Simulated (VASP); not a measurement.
Input of a VASP 6.6.1 run:

Contents of INCAR:

```
PREC = Accurate
ENCUT = 520
EDIFF = 1E-7
ISMEAR = -1
SIGMA = 0.02
LREAL = F
LASPH = T
NELM = 100
ALGO = Normal
ISIF = 2
LWAVE = F
LCHARG = T
GGA = PE
LELF = T
LVHAR = T
NBANDS = 11
```

File KPOINTS:

```
regular mesh
0
Gamma
  12 12 12
```

POSCAR

```
C
1.0
    0.0524367482      1.7613559250      1.7613559250
    1.7613559250      0.0524367482      1.7613559250
    1.7613559250      1.7613559250      0.0524367482
C
2
Direct
    0.0004415872      0.0004415872      0.0004415872
    0.2495584128      0.2495584128      0.2495584128
```

Potentials or basis: VASP PAW PBE potentials, release 64 (C).

Command:

```bash
$ cat potpaw_PBE.64/C/POTCAR > POTCAR
$ mpirun -np 1 vasp_std > vasp.out
```

(1) Predict the largest force.

(2) Predict the band gap on the k mesh.

Results:

(1) 0.080 eV/Å.

(2) 4.12 eV, indirect (least direct gap 4.74 eV).

Caveat: the cell differs from its parent crystal (epitaxial 111 strain -4.0%).
